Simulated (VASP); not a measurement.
**InPd: relaxation of cell and atoms with r2SCAN**

InPd:

```xyz
2
Lattice="3.2681 0.0000 0.0000 0.0000 3.2681 0.0000 0.0000 0.0000 3.2681" Properties=species:S:1:pos:R:3 pbc="T T T"
In    1.6341    1.6341    1.6341
Pd    0.0000    0.0000    0.0000
```

* Program: VASP 6.6.1
* Task: relaxation of cell and atoms
* Functional: r2SCAN
* Potentials or basis: VASP PAW PBE potentials, release 64 (In_d, Pd)
* Cutoff: 600 eV
* k mesh: 14 × 14 × 14
* Occupations: gaussian, width 0.1 eV
* Spin: no spin polarisation
* Dipole correction: no
* Further INCAR settings: ALGO = Normal; EDIFF = 1e-07; IBRION = 2; EDIFFG = -0.01; NSW = 80; ISIF = 3

* Relaxed volume: 17.51 Å³/atom
* Relaxed cell: a = 3.271 Å, b = 3.271 Å, c = 3.271 Å, α = 90.00°, β = 90.00°, γ = 90.00°
* Space group after relaxing (to 0.1 Å): Pm-3m (No. 221)
* Energy gained by relaxing: 0.1 meV/atom
* Ionic steps: 3
* Pressure after relaxing: 0.0 GPa
* Band gap on the k mesh: zero (an odd number of electrons rules out a gap without spin polarisation)

The path:
```
step  energy change (eV)  largest force (eV/Å)  pressure (GPa)  volume (Å³)
   1              0.0000                0.0000            0.43        34.91
   2              0.0001                0.0000           -0.48        35.14
   3             -0.0001                0.0000            0.02        35.01
```

Final structure:
```xyz
2
Lattice="3.2715 0.0000 0.0000 0.0000 3.2715 0.0000 0.0000 0.0000 3.2715" Properties=species:S:1:pos:R:3 pbc="T T T"
In    1.6357    1.6357    1.6357
Pd    0.0000    0.0000    0.0000
```

Levels at points of the mesh, in eV from the Fermi level:
```csv
k point,band 10,band 11,band 12,band 13,band 14,band 15
"(0.00, 0.00, 0.00)",-2.49,-2.49,4.41,4.41,4.41,10.03
"(0.50, 0.00, 0.00)",-3.51,-2.56,-1.28,10.01,10.01,10.10
"(0.50, 0.50, 0.00)",-2.53,-2.53,-1.91,1.53,2.52,10.01
"(0.50, 0.50, 0.50)",-1.87,0.15,3.86,3.86,3.86,4.48
```

Wall time 11 min on 1 thread of Intel(R) Xeon(R) Platinum 8488C (Sapphire Rapids) (shared host), peak memory 0.23 GiB.

Caveat: the PAW data sets were made with another functional, which shifts forces and pressure a little; spin-orbit coupling is left out, which moves the levels of the heavy elements. Zero-point motion and thermal expansion aren't in these numbers.
